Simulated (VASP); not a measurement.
Write the native input for VASP 6.6.1 that does the following.

| Item | Value |
| --- | --- |
| Task | single point |
| Functional | LDA |
| Potentials or basis | VASP PAW LDA potentials, release 64 (C) |
| Cutoff | 520 eV |
| k mesh | 12 × 12 × 12 |
| Occupations | methfessel-paxton, width 0.4 eV |
| Spin | no spin polarisation |
| Dipole correction | no |
| Further INCAR settings | ALGO = Normal; EDIFF = 1e-06; NBANDS = 11 |

The structure of C lies in POSCAR:

```
C
1.0
    0.0000000000      1.7834000000      1.7834000000
    1.7834000000      0.0000000000      1.7834000000
    1.7834000000      1.7834000000      0.0000000000
C
2
Direct
    0.5000000000      0.5000000000      0.5000000000
    0.7500000000      0.7500000000      0.7500000000
```

One way to write it, as run:

INCAR

```
ALGO = Normal ; EDIFF = 1E-6
ENCUT = 520 ; ISIF = 2
ISMEAR = 1 ; LASPH = True
LCHARG = False ; LREAL = False
LWAVE = False ; NBANDS = 11
NELM = 100 ; PREC = Accurate
SIGMA = 0.4
```

KPOINTS

```
k-points
0
Gamma
  12 12 12
```

Potentials or basis: VASP PAW LDA potentials, release 64 (C).

Command:

```sh
$ cat potpaw_LDA.64/C/POTCAR > POTCAR
$ mpirun -np 1 vasp_std > vasp.out
```

It gave:

```yaml
Pressure: -11.7 GPa
Band_gap_on_the_k_mesh: 4.12 eV, indirect (least direct gap 5.54 eV)
```

It took 5.7 s on 1 thread of AMD EPYC 9R45 96-Core Processor (Zen 5), on a shared host, peak memory 0.08 GiB.
